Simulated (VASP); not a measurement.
# C (Cm) in VASP: notebook, part 2 of 2

VASP 6.6.1. The steps go on from the part before.

## 4. Single point, PBE

The input, INCAR:

```
SYSTEM = C
ALGO = Normal ; EDIFF = 1E-6
ENCUT = 520 ; GGA = PE
ISIF = 2 ; ISMEAR = 0
LASPH = .True. ; LCHARG = .False.
LREAL = .False. ; LWAVE = .False.
NBANDS = 31 ; NELM = 80
PREC = Accurate ; SIGMA = 0.05
```

The input, KPOINTS:

```
k-points
0
Gamma
  10 10 3
  0 0 0
```

The input, POSCAR:

```
C
1.0
   -2.5194924611      0.0000000000      0.0000000000
   -1.2597462306     -2.1819444760      0.0000000000
   -0.6298731153     -0.3636574127     10.3668212017
C
10
Direct
   -0.4122625902     -0.4122625902      0.8741755410
    0.6125625902      0.6125625902      0.7252244590
    0.0458090583      0.0458090583      0.1257456505
    0.6544909418      0.6544909417      0.4736543495
    0.0209667672      0.0209667672      0.2747993967
    0.6793332328      0.6793332328      0.3246006033
   -0.0872794704     -0.0872794704      0.9242768224
    0.2875794704      0.2875794704      0.6751231776
    0.3874901189      0.3874901189      0.0756592868
    0.3128098811      0.3128098811      0.5237407132
```

Potentials or basis: VASP PAW PBE potentials, release 64 (C).

Launch:

```
> cat potpaw_PBE.64/C/POTCAR > POTCAR
> mpirun -np 1 vasp_std > vasp.out
```

OUTCAR:

```text
SYSTEM = C
   EDIFF = 1E-6
   ENCUT = 520
   GGA = PE
   ISIF = 2
   ISMEAR = 0
   LASPH = .True.
   LREAL = .False.
   NELM = 80
   PREC = Accurate

 ion  position               nearest neighbor table
   1  0.588  0.588  0.874-   2 1.54   7 1.54   7 1.54   7 1.54
   2  0.613  0.613  0.725-   1 1.54   8 1.54   8 1.54   8 1.54
   3  0.046  0.046  0.126-   9 1.54   9 1.54   9 1.54   5 1.55
   4  0.654  0.654  0.474-  10 1.54  10 1.54  10 1.54   6 1.55
   5  0.021  0.021  0.275-   6 1.54   6 1.54   6 1.54   3 1.55
   6  0.679  0.679  0.325-   5 1.54   5 1.54   5 1.54   4 1.55
   7  0.913  0.913  0.924-   1 1.54   1 1.54   1 1.54   9 2.01   9 2.01
   8  0.288  0.288  0.675-   2 1.54   2 1.54   2 1.54  10 1.57
   9  0.387  0.387  0.076-   3 1.54   3 1.54   3 1.54   7 2.01   7 2.01
  10  0.313  0.313  0.524-   4 1.54   4 1.54   4 1.54   8 1.57

  LATTYP: Found a base centered monoclinic cell.
 ALAT       =     4.3638889520
 B/A-ratio  =     0.5773502692
 C/A-ratio  =     2.3814316664
 COS(beta)  =    -0.0699859118
[... 205 lines left out ...]
  band No.  band energies     occupation
      1     -11.7513      2.00000
      2     -10.7143      2.00000
      3     -10.5966      2.00000
      4      -7.5969      2.00000
      5      -7.4871      2.00000
      6      -1.7945      2.00000
[... 805 lines left out ...]
     30      19.5935      0.00000
     31      20.4927      0.00000

 [... further k-points ...]

------------------------ aborting loop because EDIFF is reached ----------------------------------------

  FORCE on cell =-STRESS in cart. coord.  units (eV):
  Direction    XX          YY          ZZ          XY          YZ          ZX
  --------------------------------------------------------------------------------------
  -------------------------------------------------------------------------------------
  Total       -0.2886821     -2.9687191      8.3343111      2.3209801     -0.0611509     -0.1059165
  in kB       -8.1157386    -83.4597956    234.3030393     65.2498674     -1.7191395     -2.9776370
  external PRESSURE =      47.5758350 kB  Pullay stress =       0.0000000 kB

 VOLUME and BASIS-vectors are now :
 -----------------------------------------------------------------------------
  energy-cutoff  :      520.00
  volume of cell :       56.99
      direct lattice vectors                 reciprocal lattice vectors
    -2.519492461  0.000000000  0.000000000    -0.396905335  0.229153402 -0.016076931
    -1.259746231 -2.181944476  0.000000000     0.000000000 -0.458306804 -0.016076931
    -0.629873115 -0.363657413 10.366821202     0.000000000  0.000000000  0.096461585

 POSITION                                       TOTAL-FORCE (eV/Angst)
 -----------------------------------------------------------------------------------
     -2.77182     -1.60031      9.06242        -0.566590     -0.327121      0.038812
     -2.77182     -1.60031      7.51827        -0.305439     -0.176345     -0.611752
     -0.25233     -0.14568      1.30358        -0.580205     -0.334982     -0.058239
     -2.77182     -1.60031      4.91029        -0.017039     -0.009837      0.153992
     -0.25233     -0.14568      2.84880        -0.320122     -0.184823      0.632836
     -2.77182     -1.60031      3.36508         0.012902      0.007449     -0.180934
     -4.03157     -2.32763      9.58181         0.898489      0.518743     -3.179004
     -1.51207     -0.87300      6.99888        -0.006756     -0.003901      0.163261
     -1.51207     -0.87300      0.78435         0.885302      0.511129      3.192898
     -1.51207     -0.87300      5.42953        -0.000541     -0.000312     -0.151870
 -----------------------------------------------------------------------------------
    total drift:                               -0.000024     -0.000014     -0.000010

  FREE ENERGIE OF THE ION-ELECTRON SYSTEM (eV)
  ---------------------------------------------------
  free  energy   TOTEN  =       -86.7098220683 eV

  energy  without entropy=      -86.7080811656  energy(sigma->0) =      -86.70895162
```

OSZICAR:

```text
N       E                     dE             d eps       ncg     rms          rms(c)
DAV:   1     0.958479244093E+02    0.95848E+02   -0.21548E+04  5332   0.126E+03
DAV:   2    -0.824834267582E+02   -0.17833E+03   -0.17060E+03  6746   0.243E+02
DAV:   3    -0.895812821441E+02   -0.70979E+01   -0.70463E+01  7144   0.444E+01
DAV:   4    -0.896555778741E+02   -0.74296E-01   -0.74056E-01  7198   0.467E+00
DAV:   5    -0.896566642237E+02   -0.10863E-02   -0.10857E-02  7063   0.519E-01    0.121E+01
DAV:   6    -0.874221933090E+02    0.22345E+01   -0.16279E+00  6448   0.671E+00    0.713E+00
DAV:   7    -0.867023724861E+02    0.71982E+00   -0.16935E+00  6363   0.672E+00    0.166E+00
DAV:   8    -0.867100026229E+02   -0.76301E-02   -0.37053E-02  7554   0.126E+00    0.645E-01
DAV:   9    -0.867099379681E+02    0.64655E-04   -0.13684E-02  6857   0.626E-01    0.135E-01
DAV:  10    -0.867097949774E+02    0.14299E-03   -0.17618E-03  7154   0.176E-01    0.711E-02
DAV:  11    -0.867097908812E+02    0.40963E-05   -0.10561E-04  7404   0.758E-02    0.394E-02
DAV:  12    -0.867098186541E+02   -0.27773E-04   -0.80779E-05  7098   0.562E-02    0.987E-03
DAV:  13    -0.867098211507E+02   -0.24966E-05   -0.70999E-06  6381   0.131E-02    0.475E-03
DAV:  14    -0.867098220683E+02   -0.91761E-06   -0.13849E-06  5117   0.881E-03
   1 F= -.86709822E+02 E0= -.86708952E+02  d E =-.174090E-02
```

stdout:

```text
POSCAR found type information on POSCAR C
 POSCAR found :  1 types and      10 ions
 scaLAPACK will be used
 LDA part: xc-table for (Slater+PW92), standard interpolation
 POSCAR, INCAR and KPOINTS ok, starting setup
 FFT: planning ... GRIDC
 FFT: planning ... GRID_SOFT
 FFT: planning ... GRID
 WAVECAR not read
 entering main loop
```

Wall time 73 s (1 thread of Intel Xeon 6975P-C (Granite Rapids), shared host); peak memory 0.22 GiB.

Results:

```yaml
Free_energy: -86.7098 eV
Pressure: 4.8 GPa
Largest_force: 3.353 eV/Å
Band_gap_on_the_k_mesh: zero (bands 20 and 21 overlap by 0.53 eV)
```

Forces on the atoms (eV/Å):
```
C   -0.567 -0.327  0.039
C   -0.305 -0.176 -0.612
C   -0.580 -0.335 -0.058
C   -0.017 -0.010  0.154
C   -0.320 -0.185  0.633
C    0.013  0.007 -0.181
C    0.898  0.519 -3.179
C   -0.007 -0.004  0.163
C    0.885  0.511  3.193
C   -0.001  0.000 -0.152
```

Levels at points of the mesh, in eV from the Fermi level:
| k point | band 17 | band 18 | band 19 | band 20 | band 21 | band 22 | band 23 | band 24 |
| --- | --- | --- | --- | --- | --- | --- | --- | --- |
| (0.00, 0.00, 0.00) | -0.58 | -0.52 | -0.30 | 0.43 | 4.87 | 5.49 | 5.75 | 5.85 |
| (0.50, 0.00, 0.00) | -4.72 | -4.14 | -3.36 | -0.02 | 0.04 | 4.73 | 5.25 | 5.89 |
| (0.50, 0.50, 0.00) | -4.72 | -3.51 | -3.48 | -2.82 | 3.26 | 4.74 | 5.53 | 6.28 |

Caveat: the cell stands under pressure; forces of over 1 eV/Å act on the atoms, so gaps and moduli don't describe the material at rest.

## 5. Summary

| cell | gap on the mesh (eV) | pressure (GPa) | largest force (eV/Å) |
| --- | --- | --- | --- |
| a = 2.519, b = 2.519, c = 10.424 Å, angles 95.2, 95.2, 60.0°, 10 atoms | 4.04 | 0.6 | 2.54 |
| a = 2.519, b = 2.519, c = 10.675 Å, angles 78.1, 78.1, 60.0°, 10 atoms | 3.92 | 0.6 | 2.55 |
| a = 2.519, b = 2.519, c = 10.392 Å, angles 86.5, 86.5, 60.0°, 10 atoms | none | 4.8 | 3.35 |

Alike in all rows: task single point; level PBE; potentials or basis VASP PAW PBE potentials, release 64 (C); no spin polarisation; k mesh 10 × 10 × 3; cutoff (eV) 520; smearing gaussian 0.05 eV.

Caveats: forces of over 1 eV/Å act on the atoms, so gaps and moduli don't describe the material at rest; an odd mesh through Γ misses points on the zone boundary, where band edges can lie (at least some runs); the cell stands under pressure (at least some runs).

Total energies depend on the potentials used, so only differences within one code and one set of settings carry meaning.
